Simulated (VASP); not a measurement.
# Mg (P6_3/mmc) in VASP: a series of runs

Runs on Mg. Level: LDA. Tasks: single point, relaxation of cell and atoms.

All numbers are computed with VASP 6.6.1; they aren't measurements. Logs are shortened: lines on timing, memory, paths and dates and some standing lists are left out, and cuts for length are marked.

### 1 The cell of the first run

The structure is hexagonal, space group P6_3/mmc (No. 194). The conventional cell has a = 3.131 Å, b = 3.131 Å, c = 5.103 Å, α = 90.00°, β = 90.00°, γ = 120.00°. Within 4.1 Å of Mg (site symmetry -6m2) lie 12 Mg at 3.13 Å.

### 2 Single point, LDA

Input file INCAR:

```
PREC     = Accurate       # precision mode
ENCUT    = 520            # plane-wave cutoff, eV
EDIFF    = 1E-7           # SCF threshold, eV
ISMEAR   = 0              # smearing method
SIGMA    = 0.02           # smearing width, eV
LREAL    = F              # projectors in reciprocal space
LASPH    = T              # aspherical terms in the spheres
NELM     = 60             # most SCF steps
ALGO     = Normal         # electronic algorithm
ISIF     = 2              # what is computed and relaxed
LWAVE    = F              # write WAVECAR
LCHARG   = T              # write CHGCAR
GGA      = CA             # functional
LELF     = T              # ELF
LVHAR    = T            
NBANDS   = 9              # bands
```

Input file KPOINTS:

```
regular mesh
0
Gamma
  8 8 5
```

Input file POSCAR:

```
Mg
1.0
    3.1311273091      0.0000000000      0.0000000000
   -1.5655636546      2.7116357922      0.0000000000
    0.0000000000      0.0000000000      5.1029819196
Mg
2
Direct
    0.3333333333      0.6666666667      0.2500000000
    0.6666666667      0.3333333333      0.7500000000
```

Potentials or basis: VASP PAW LDA potentials, release 64 (Mg).

Command:

```bash
> cat potpaw_LDA.64/Mg/POTCAR > POTCAR
> mpirun -np 1 vasp_std > vasp.out
```

OUTCAR:

```text
PREC = Accurate
   ENCUT = 520
   EDIFF = 1E-7
   ISMEAR = 0
   LREAL = F
   LASPH = T
   NELM = 60
   ISIF = 2
   GGA = CA

 ion  position               nearest neighbor table
   1  0.333  0.667  0.250-   2 3.13   2 3.13   2 3.13   2 3.13   2 3.13   2 3.13
   2  0.667  0.333  0.750-   1 3.13   1 3.13   1 3.13   1 3.13   1 3.13   1 3.13

  LATTYP: Found a hexagonal cell.
 ALAT       =     3.1311273091
 C/A-ratio  =     1.6297586830

  Lattice vectors:

 A1 = (   3.1311273091,   0.0000000000,   0.0000000000)
 A2 = (  -1.5655636546,   2.7116357922,   0.0000000000)
 A3 = (   0.0000000000,   0.0000000000,   5.1029819196)

Analysis of symmetry for initial positions (statically):
=====================================================================
 Subroutine PRICEL returns:
 Original cell was already a primitive cell.

 Routine SETGRP: Setting up the symmetry group for a
 hexagonal supercell.

 Subroutine GETGRP returns: Found 24 space group operations
 (whereof 12 operations were pure point group operations)
 out of a pool of 24 trial point group operations.

The static configuration has the point symmetry D_3d.
 The point group associated with its full space group is D_6h.

Analysis of symmetry for dynamics (positions and initial velocities):
=====================================================================
 Subroutine PRICEL returns:
 Original cell was already a primitive cell.

 Routine SETGRP: Setting up the symmetry group for a
 hexagonal supercell.

 Subroutine GETGRP returns: Found 24 space group operations
 (whereof 12 operations were pure point group operations)
 out of a pool of 24 trial point group operations.

The dynamic configuration has the point symmetry D_3d.
 The point group associated with its full space group is D_6h.

 Subroutine INISYM returns: Found 24 space group operations
 (whereof 12 operations are pure point group operations),
 and found     1 'primitive' translations

----------------------------------------------------------------------------------------

                                     Primitive cell

  volume of cell :      43.3268

  direct lattice vectors                    reciprocal lattice vectors
     3.131127309  0.000000000  0.000000000     0.319373791  0.184390544  0.000000000
    -1.565563655  2.711635792  0.000000000     0.000000000  0.368781089  0.000000000
     0.000000000  0.000000000  5.102981920     0.000000000  0.000000000  0.195963853

  length of vectors
     3.131127309  3.131127309  5.102981920     0.368781089  0.368781089  0.195963853

  position of ions in fractional coordinates (direct lattice)
     0.333333333  0.666666667  0.250000000
     0.666666667  0.333333333  0.750000000

  ion indices of the primitive-cell ions
   primitive index   ion index
                 1           1
                 2           2

----------------------------------------------------------------------------------------

 KPOINTS: regular mesh

Automatic generation of k-mesh.
 Grid dimensions read from file:
 generate k-points for:    8    8    5

 Generating k-lattice:

  Cartesian coordinates                     Fractional coordinates (reciprocal lattice)
     0.039921724  0.023048818  0.000000000     0.125000000  0.000000000  0.000000000
     0.000000000  0.046097636  0.000000000     0.000000000  0.125000000  0.000000000
     0.000000000  0.000000000  0.039192771     0.000000000  0.000000000  0.200000000

  Length of vectors
     0.046097636  0.046097636  0.039192771

  Shift w.r.t. Gamma in fractional coordinates (k-lattice)
     0.000000000  0.000000000  0.000000000

 Subroutine IBZKPT returns following result:
 ===========================================

 Found     30 irreducible k-points:

 Following reciprocal coordinates:
            Coordinates               Weight
  0.000000  0.000000  0.000000      1.000000
  0.125000  0.000000  0.000000      6.000000
  0.250000  0.000000  0.000000      6.000000
  0.375000  0.000000  0.000000      6.000000
  0.500000  0.000000  0.000000      3.000000
  0.125000  0.125000  0.000000      6.000000
[... 16 lines left out ...]
  0.250000  0.000000  0.400000     12.000000
  0.375000  0.000000  0.400000     12.000000
 [... further k-points ...]
   k-points           NKPTS =     30   k-points in BZ     NKDIM =     30   number of bands    NBANDS=      9
   number of dos      NEDOS =    301   number of ions     NIONS =      2
   total plane-waves  NPLWV =  23040
   dimension x,y,z NGX =    24 NGY =   24 NGZ =   40
   dimension x,y,z NGXF=    48 NGYF=   48 NGZF=   80
   ions per type =               2
   NGX,Y,Z   is equivalent  to a cutoff of  12.74, 12.74, 13.03 a.u.
   NGXF,Y,Z  is equivalent  to a cutoff of  25.49, 25.49, 26.06 a.u.
 SYSTEM =  unknown system
   PREC   = accura    normal or accurate (medium, high low for compatibility)
   ISTART =      0    job   : 0-new  1-cont  2-samecut
   ICHARG =      2    charge: 1-file 2-atom 10-const
   ISPIN  =      1    spin polarized calculation?
   LNONCOLLINEAR =      F non collinear calculations
   LSORBIT =      F    spin-orbit coupling
   LASPH  =      T    aspherical Exc in radial PAW
   ENCUT  =  520.0 eV  38.22 Ry    6.18 a.u.   5.82  5.82  9.49*2*pi/ulx,y,z
   NELM   =     60;   NELMIN=  2; NELMDL= -5     # of ELM steps
   EDIFF  = 0.1E-06   stopping-criterion for ELM
   LREAL  =      F    real-space projection
   EDIFFG = 0.1E-05   stopping-criterion for IOM
   NSW    =      0    number of steps for IOM
   IBRION =     -1    ionic relax: 0-MD 1-quasi-New 2-CG
   NFREE  =      0    steps in history (QN), initial steepest desc. (CG)
   ISIF   =      2    stress and relaxation
   ISYM   =      2    0-nonsym 1-usesym 2-fastsym
   POTIM  = 0.5000    time-step for ionic-motion
   TEBEG  =    0.0;   TEEND  =   0.0 temperature during run
   PSTRESS=    0.0 pullay stress
   NELECT =       4.0000    total number of electrons
   NUPDOWN=      -1.0000    fix difference up-down
   EMIN   =  10.00;   EMAX   =-10.00  energy-range for DOS
   EFERMI =   0.00;   METHOD = LEGACY
   ISMEAR =     0;   SIGMA  =   0.02  broadening in eV -4-tet -1-fermi 0-gaus
   EFERMI_NEDOS =   21; number of points for ismear=-14 and -15
   IALGO  =     38    algorithm
   IMIX   =      4    mixing-type and parameters
     AMIX     =   0.40;   BMIX     =  1.00
     AMIX_MAG =   1.60;   BMIX_MAG =  1.00
  volume/ion in A,a.u.               =      21.66       146.19
  Fermi-wavevector in a.u.,A,eV,Ry     =   0.739905  1.398218  7.448643  0.547460
  Thomas-Fermi vector in A             =   1.834180
   LORBIT       =      0    0 simple, 1 ext, 2 COOP (PROOUT), +10 PAW based schemes
   GGA     = CA    functional components
   LHFCALC =     F    Hartree Fock is set to
   AEXX    =    0.0000 exact exchange contribution
   IVDW    =     0    specifies the selected vdW correction
   LEPSILON=     F    determine dielectric tensor
   LRPA    =     F    only Hartree local field effects (RPA)
 non-spin polarized calculation
 Gauss-broadening in eV      SIGMA  =   0.02
  energy-cutoff  :      520.00
  volume of cell :       43.33
 maximum number of plane-waves:      1184
 NGX is ok and might be reduce to    24
   NGX = 11   NGY = 11   NGZ = 19

 number of electron       4.0000000 magnetization

 Free energy of the ion-electron system (eV)
  ---------------------------------------------------
  ext. energy  EPLUGINS =         0.00000000
  ---------------------------------------------------
  free energy    TOTEN  =        -3.64664182 eV

  energy without entropy =       -3.64621108  energy(sigma->0) =       -3.64642645

 E-fermi :   2.7424     XC(G=0):  -8.8678

 val. band max:        2.7101054972   @ k =   0.5000   0.0000   0.4000
 cond. band min:       2.7451515828   @ k =   0.2500   0.2500   0.2000
 fundamental gap:      0.0350460856
 Fermi energy:         2.7423790998

 k-point     1 :       0.0000    0.0000    0.0000
  band No.  band energies     occupation
      1      -4.3948      2.00000
      2       1.0077      2.00000
      3       1.4710      2.00000
      4      14.0534      0.00000
      5      14.0534      0.00000
      6      14.2243      0.00000
      7      14.2243      0.00000
      8      14.9038      0.00000
      9      16.7352      0.00000

 k-point     2 :       0.1250    0.0000    0.0000
  band No.  band energies     occupation
      1      -4.0750      2.00000
      2       1.2978      2.00000
      3       1.7804      2.00000
      4      10.4267      0.00000
      5      12.2959      0.00000
      6      13.0574      0.00000
      7      15.2509      0.00000
      8      15.6034      0.00000
      9      16.2878      0.00000

 k-point     3 :       0.2500    0.0000    0.0000
  band No.  band energies     occupation
      1      -3.1225      2.00000
      2       2.1693      2.00000
      3       2.6709      2.00000
      4       6.7359      0.00000
      5      10.9798      0.00000
      6      11.0308      0.00000
      7      11.5431      0.00000
      8      13.3591      0.00000
      9      15.5214      0.00000

 k-point     4 :       0.3750    0.0000    0.0000
  band No.  band energies     occupation
      1      -1.5575      2.00000
      2       3.0708      0.00000
      3       3.6249      0.00000
      4       4.5850      0.00000
      5       8.3280      0.00000
      6       8.7034      0.00000
      7      10.1929      0.00000
      8      11.8547      0.00000
      9      14.6134      0.00000
[... 205 lines left out ...]
 k-point    22 :       0.1250    0.0000    0.4000
  band No.  band energies     occupation
      1      -3.1564      2.00000
      2      -2.0214      2.00000
      3       6.6608      0.00000
      4       9.6827      0.00000
      5      11.2968      0.00000
      6      12.1365      0.00000
      7      13.0475      0.00000
      8      13.9819      0.00000
      9      14.7588      0.00000

 k-point    23 :       0.2500    0.0000    0.4000
  band No.  band energies     occupation
      1      -2.2136      2.00000
      2      -1.0910      2.00000
      3       7.0278      0.00000
      4       7.8866      0.00000
      5       8.5270      0.00000
      6      10.6055      0.00000
      7      11.7427      0.00000
      8      12.7004      0.00000
      9      13.2969      0.00000

 k-point    24 :       0.3750    0.0000    0.4000
  band No.  band energies     occupation
      1      -0.6659      2.00000
      2       0.4307      2.00000
      3       4.2089      0.00000
      4       5.2599      0.00000
      5       8.9629      0.00000
      6      10.9542      0.00000
      7      11.1993      0.00000
      8      11.9093      0.00000
      9      12.6528      0.00000

 [... further k-points ...]
[... 5 lines left out ...]
  --------------------------------------------------------------------------------------
  -------------------------------------------------------------------------------------
  Total       -0.0868754     -0.0868754     -0.0914362      0.0000000     -0.0000000      0.0000000
  in kB       -3.2125608     -3.2125608     -3.3812144      0.0000000     -0.0000000      0.0000000
  external PRESSURE =      -3.2687787 kB  Pullay stress =       0.0000000 kB

 VOLUME and BASIS-vectors are now :
 -----------------------------------------------------------------------------
  energy-cutoff  :      520.00
  volume of cell :       43.33
      direct lattice vectors                 reciprocal lattice vectors
     3.131127309  0.000000000  0.000000000     0.319373791  0.184390544  0.000000000
    -1.565563655  2.711635792  0.000000000     0.000000000  0.368781089  0.000000000
     0.000000000  0.000000000  5.102981920     0.000000000  0.000000000  0.195963853

 POSITION                                       TOTAL-FORCE (eV/Angst)
 -----------------------------------------------------------------------------------
     -0.00000      1.80776      1.27575        -0.000000      0.000000      0.000000
      1.56556      0.90388      3.82724         0.000000     -0.000000      0.000000
 -----------------------------------------------------------------------------------
    total drift:                                0.000000     -0.000000      0.000000

  FREE ENERGIE OF THE ION-ELECTRON SYSTEM (eV)
  ---------------------------------------------------
  free  energy   TOTEN  =        -3.6466418229 eV

  energy  without entropy=       -3.6462110818  energy(sigma->0) =       -3.64642645
```

It took 3.7 s on 1 thread of Intel Xeon 6975P-C (Granite Rapids), shared host; peak memory 0.13 GiB.

What came out:

```
Free energy            : -3.6466 eV
Pressure               : -0.3 GPa
Band gap on the k mesh : zero (bands 2 and 3 overlap by 2.34 eV)
```

### 3 Relaxation of cell and atoms, LDA

This run uses another cell than the first one, of 23.24 Å³/atom.

Input file INCAR:

```
SYSTEM = Mg
  PREC = Accurate
  ENCUT = 600
  EDIFF = 1E-6
  ISMEAR = 0
  SIGMA = 0.02
  LREAL = .False.
  LASPH = .True.
  NELM = 100
  ALGO = Normal
  ISIF = 3
  LWAVE = .False.
  LCHARG = .False.
  IBRION = 2
  NSW = 80
  EDIFFG = -0.03
```

Input file KPOINTS:

```
Automatic mesh
0
Gamma
  8 8 5
  0 0 0
```

Input file POSCAR:

```
Mg
1.0
    3.2093000000      0.0000000000      0.0000000000
   -1.6046500000      2.7793350000      0.0000000000
    0.0000000000      0.0000000000      5.2103000000
Mg
2
Direct
    0.3333333333      0.6666666667      0.2500000000
    0.6666666667      0.3333333333      0.7500000000
```

Potentials or basis: VASP PAW LDA potentials, release 64 (Mg).

Command:

```bash
> cat potpaw_LDA.64/Mg/POTCAR > POTCAR
> mpirun -np 1 vasp_std > vasp.out
```

It took 6.9 s on 1 thread of Intel Xeon 6975P-C (Granite Rapids), shared host; peak memory 0.16 GiB.

It converged, with:

```
Free energy                           : -3.6471 eV
Relaxed volume                        : 21.50 Å³/atom
Relaxed cell                          : a = 3.124 Å, b = 3.124 Å, c = 5.089 Å, α = 90.00°, β = 90.00°, γ = 120.00°
Space group after relaxing (to 0.1 Å) : P6_3/mmc (No. 194)
Energy gained by relaxing             : 16.1 meV/atom
Ionic steps                           : 3
Pressure after relaxing               : 0.0 GPa
Band gap on the k mesh                : zero (bands 2 and 3 overlap by 2.33 eV)
```

Step by step:
```tsv
step	energy change (eV)	largest force (eV/Å)	pressure (GPa)	volume (Å³)
1	0.0000	0.0000	-2.75	46.47
2	-0.0300	0.0000	-0.79	43.84
3	-0.0322	0.0000	-0.03	43.01
```

Final structure:
```xyz
2
Lattice="3.1239 0.0000 0.0000 -1.5620 2.7054 0.0000 0.0000 0.0000 5.0889" Properties=species:S:1:pos:R:3 pbc="T T T"
Mg    0.0000    1.8036    1.2722
Mg    1.5620    0.9018    3.8167
```

Levels at points of the mesh, in eV from the Fermi level:
```tsv
k point	band 1	band 2	band 3	band 4	band 5	band 6
(0.00, 0.00, 0.00)	-7.17	-1.74	-1.27	11.35	11.35	11.54
(0.50, 0.00, 0.00)	-2.19	-2.15	2.78	3.12	3.44	3.86
```

LDA usually gives volumes a few per cent too small. Zero-point motion and thermal expansion aren't in these numbers.
